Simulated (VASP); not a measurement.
Runs of VASP 6.6.1 on Ti3Al. The structure is that of space group P-6m2 (No. 187), or close to it. The cells are those of the table. 

```tsv
cell	further INCAR settings	gap on the mesh (eV)	pressure (GPa)	largest force (eV/Å)
a = 2.922, b = 2.922, c = 8.975 Å, angles 90.0, 90.0, 120.0°, 4 atoms	ALGO = Fast; EDIFF = 1e-06; NBANDS = 28	none	0.4	0.92
a = 2.977, b = 2.977, c = 8.644 Å, angles 90.0, 90.0, 120.0°, 4 atoms	ALGO = Fast; EDIFF = 1e-07; NBANDS = 28	none	(a)	0.12
a = 2.822, b = 2.822, c = 9.620 Å, angles 90.0, 90.0, 120.0°, 4 atoms	ALGO = Fast; EDIFF = 1e-06; NBANDS = 28	none	-0.4	0.20
a = 2.895, b = 2.895, c = 9.138 Å, angles 90.0, 90.0, 120.0°, 4 atoms	ALGO = Fast; EDIFF = 1e-07; NBANDS = 28	none	(c)	(b)
a = 2.870, b = 2.870, c = 9.300 Å, angles 90.0, 90.0, 120.0°, 4 atoms	ALGO = Fast; EDIFF = 1e-06; NBANDS = 28	none	0.6	0.83
```

Alike in all rows: task single point; level PBEsol; potentials or basis VASP PAW PBE potentials, release 64 (Ti_sv, Al); no spin polarisation; k mesh 15 × 15 × 6; cutoff (eV) 520; smearing gaussian 0.15 eV.

**Question.** Fill in the values left out.

**Answer.** (a) 0.9; (b) 0.42; (c) -0.2.

Caveats: the PAW data sets were made with another functional, which shifts forces and pressure a little.

A gap of «none» marks levels without a gap at the run's occupations.
